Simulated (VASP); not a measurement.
# BN (BN (P6_3/mmc)) (P6_3/mmc) in VASP: single point with PBE

Aim: the single point of BN (BN (P6_3/mmc)) with PBE.

Program: VASP 6.6.1. These are calculated values, not measurements. Logs are shortened: lines on timing, memory, paths and dates and some standing lists are left out, and cuts for length are marked.

### 1 The cell of the first run

It takes space group P6_3/mmc (No. 194, hexagonal). Conventional cell: a = 2.488 Å, b = 2.488 Å, c = 6.495 Å, α = 90.00°, β = 90.00°, γ = 120.00°. B (site symmetry -6m2) has 3 N at 1.44 Å within 1.9 Å. N (site symmetry -6m2) has 3 B at 1.44 Å within 1.9 Å.

### 2 Single point, PBE

INCAR reads:

```
SYSTEM = BN
  ALGO = Normal
  EDIFF = 1E-7
  ENCUT = 520
  GGA = PE
  ISIF = 2
  ISMEAR = -1
  ISYM = 0
  LASPH = .TRUE.
  LCHARG = .TRUE.
  LELF = .TRUE.
  LREAL = .FALSE.
  LVHAR = .TRUE.
  LWAVE = .FALSE.
  NBANDS = 16
  NELM = 100
  PREC = Accurate
  SIGMA = 0.01
```

KPOINTS reads:

```
Automatic mesh
0
Gamma
  8 8 4
  0.5 0.5 0.5
```

POSCAR reads:

```
BN
1.0
    2.4883437625     -0.0000000007      0.0000000000
   -1.2441718806      2.1549689104      0.0000000000
    0.0000000000      0.0000000000      6.4954828750
B N
2 2
Direct
    0.3333333333      0.6666666667      0.2500000000
    0.6666666667      0.3333333333      0.7500000000
    0.3333333333      0.6666666667      0.7500000000
    0.6666666667      0.3333333333      0.2500000000
```

Potentials or basis: VASP PAW PBE potentials, release 64 (B, N).

Run with:

```console
$ cat potpaw_PBE.64/B/POTCAR potpaw_PBE.64/N/POTCAR > POTCAR
$ mpirun -np 1 vasp_std > vasp.out
```

OUTCAR:

```text
SYSTEM = BN
   EDIFF = 1E-7
   ENCUT = 520
   GGA = PE
   ISIF = 2
   ISMEAR = -1
   ISYM = 0
   LASPH = .TRUE.
   LREAL = .FALSE.
   NELM = 100
   PREC = Accurate

 ion  position               nearest neighbor table
   1  0.333  0.667  0.250-   4 1.44   4 1.44   4 1.44
   2  0.667  0.333  0.750-   3 1.44   3 1.44   3 1.44
   3  0.333  0.667  0.750-   2 1.44   2 1.44   2 1.44
   4  0.667  0.333  0.250-   1 1.44   1 1.44   1 1.44

IMPORTANT INFORMATION: All symmetrisations will be switched off!
NOSYMM: (Re-)initialisation of all symmetry stuff for point group C_1.

----------------------------------------------------------------------------------------

                                     Primitive cell

  volume of cell :      34.8308

  direct lattice vectors                    reciprocal lattice vectors
     2.488343763 -0.000000001  0.000000000     0.401873734  0.232021909  0.000000000
    -1.244171881  2.154968910  0.000000000     0.000000000  0.464043818  0.000000000
     0.000000000  0.000000000  6.495482875     0.000000000  0.000000000  0.153953142

  length of vectors
     2.488343763  2.488343761  6.495482875     0.464043817  0.464043818  0.153953142

  position of ions in fractional coordinates (direct lattice)
     0.333333333  0.666666667  0.250000000
     0.666666667  0.333333333  0.750000000
     0.333333333  0.666666667  0.750000000
     0.666666667  0.333333333  0.250000000

  ion indices of the primitive-cell ions
   primitive index   ion index
                 1           1
                 2           2
                 3           3
                 4           4

----------------------------------------------------------------------------------------

 KPOINTS: Automatic mesh

Automatic generation of k-mesh.
 Grid dimensions read from file:
 generate k-points for:    8    8    4

 Generating k-lattice:

  Cartesian coordinates                     Fractional coordinates (reciprocal lattice)
     0.050234217  0.029002739  0.000000000     0.125000000 -0.000000000  0.000000000
     0.000000000  0.058005477  0.000000000    -0.000000000  0.125000000  0.000000000
     0.000000000  0.000000000  0.038488286     0.000000000  0.000000000  0.250000000

[... 52 lines left out ...]
   LSORBIT =      F    spin-orbit coupling
   LASPH  =      T    aspherical Exc in radial PAW
   ENCUT  =  520.0 eV  38.22 Ry    6.18 a.u.   4.63  4.63 12.08*2*pi/ulx,y,z
   NELM   =    100;   NELMIN=  2; NELMDL= -5     # of ELM steps
   EDIFF  = 0.1E-06   stopping-criterion for ELM
   LREAL  =      F    real-space projection
   EDIFFG = 0.1E-05   stopping-criterion for IOM
   NSW    =      0    number of steps for IOM
   IBRION =     -1    ionic relax: 0-MD 1-quasi-New 2-CG
   NFREE  =      0    steps in history (QN), initial steepest desc. (CG)
   ISIF   =      2    stress and relaxation
   ISYM   =      0    0-nonsym 1-usesym 2-fastsym
   POTIM  = 0.5000    time-step for ionic-motion
   TEBEG  =    0.0;   TEEND  =   0.0 temperature during run
   PSTRESS=    0.0 pullay stress
   NELECT =      16.0000    total number of electrons
   NUPDOWN=      -1.0000    fix difference up-down
   EMIN   =  10.00;   EMAX   =-10.00  energy-range for DOS
   EFERMI =   0.00;   METHOD = LEGACY
   ISMEAR =    -1;   SIGMA  =   0.01  broadening in eV -4-tet -1-fermi 0-gaus
   EFERMI_NEDOS =   21; number of points for ismear=-14 and -15
   IALGO  =     38    algorithm
   IMIX   =      4    mixing-type and parameters
     AMIX     =   0.40;   BMIX     =  1.00
     AMIX_MAG =   1.60;   BMIX_MAG =  1.00
  volume/ion in A,a.u.               =       8.71        58.76
  Fermi-wavevector in a.u.,A,eV,Ry     =   1.263166  2.387038 21.709310  1.595589
  Thomas-Fermi vector in A             =   2.396537
   LORBIT       =      0    0 simple, 1 ext, 2 COOP (PROOUT), +10 PAW based schemes
   GGA     = PE    functional components
   LHFCALC =     F    Hartree Fock is set to
   AEXX    =    0.0000 exact exchange contribution
   IVDW    =     0    specifies the selected vdW correction
   LEPSILON=     F    determine dielectric tensor
   LRPA    =     F    only Hartree local field effects (RPA)
 non-spin polarized calculation
  energy-cutoff  :      520.00
  volume of cell :       34.83
 maximum number of plane-waves:       949
   NGX =  9   NGY =  9   NGZ = 25

 number of electron      16.0000000 magnetization

 Free energy of the ion-electron system (eV)
  ---------------------------------------------------
  ext. energy  EPLUGINS =         0.00000000
  ---------------------------------------------------
  free energy    TOTEN  =       -35.11542790 eV

  energy without entropy =      -35.11542790  energy(sigma->0) =      -35.11542790

 E-fermi :   2.8434     XC(G=0): -10.2553

 val. band max:        2.5696127340   @ k =   0.3750   0.3125   0.1250
 cond. band min:       6.9785756209   @ k =   0.4375   0.1250   0.1250
 fundamental gap:      4.4089628869
 Fermi energy:         2.8433714418

 k-point     1 :       0.0625    0.0625    0.1250
  band No.  band energies     occupation
      1     -15.1559      2.00000
      2     -14.8450      2.00000
      3      -3.4803      2.00000
      4      -1.3536      2.00000
      5       0.3334      2.00000
      6       0.3653      2.00000
[... 433 lines left out ...]
      3      -4.5958      2.00000
      4      -4.5064      2.00000
      5      -1.3592      2.00000
      6      -1.2887      2.00000
[... 8 lines left out ...]
     15      18.6535      0.00000
     16      20.9725      0.00000

 [... further k-points ...]

------------------------ aborting loop because EDIFF is reached ----------------------------------------

  FORCE on cell =-STRESS in cart. coord.  units (eV):
  Direction    XX          YY          ZZ          XY          YZ          ZX
  --------------------------------------------------------------------------------------
  -------------------------------------------------------------------------------------
  Total        2.4035035      2.4035035      0.8033182     -0.0000002     -0.0000000     -0.0000000
  in kB      110.5585948    110.5585966     36.9517784     -0.0000088     -0.0000002     -0.0000006
  external PRESSURE =      86.0229899 kB  Pullay stress =       0.0000000 kB

 VOLUME and BASIS-vectors are now :
 -----------------------------------------------------------------------------
  energy-cutoff  :      520.00
  volume of cell :       34.83
      direct lattice vectors                 reciprocal lattice vectors
     2.488343763 -0.000000001  0.000000000     0.401873734  0.232021909  0.000000000
    -1.244171881  2.154968910  0.000000000     0.000000000  0.464043818  0.000000000
     0.000000000  0.000000000  6.495482875     0.000000000  0.000000000  0.153953142

 POSITION                                       TOTAL-FORCE (eV/Angst)
 -----------------------------------------------------------------------------------
      0.00000      1.43665      1.62387        -0.000000      0.000000     -0.000000
      1.24417      0.71832      4.87161         0.000000     -0.000000     -0.000000
      0.00000      1.43665      4.87161        -0.000000      0.000000      0.000000
      1.24417      0.71832      1.62387         0.000000     -0.000000      0.000000
 -----------------------------------------------------------------------------------
    total drift:                                0.000000      0.000000      0.000001

  FREE ENERGIE OF THE ION-ELECTRON SYSTEM (eV)
  ---------------------------------------------------
  free  energy   TOTEN  =       -35.1154279018 eV

  energy  without entropy=      -35.1154279018  energy(sigma->0) =      -35.11542790
```

Run time: 7.4 min. Hardware: 1 thread of AMD EPYC 7R13 (Zen 3), shared host; peak memory 0.25 GiB.

Results:

```yaml
Free_energy: -35.1154 eV
Pressure: 8.6 GPa
Band_gap_on_the_k_mesh: 4.41 eV, indirect (least direct gap 4.72 eV)
```

Stress tensor (GPa, compression positive):
```
11.06  0.00  0.00
 0.00 11.06  0.00
 0.00  0.00  3.70
```

Caveat: this functional lacks dispersion, which binds the layers, so the pressure and a relaxed spacing across them are unreliable. A hybrid or GW would open this gap; PBE tends to underestimate it.
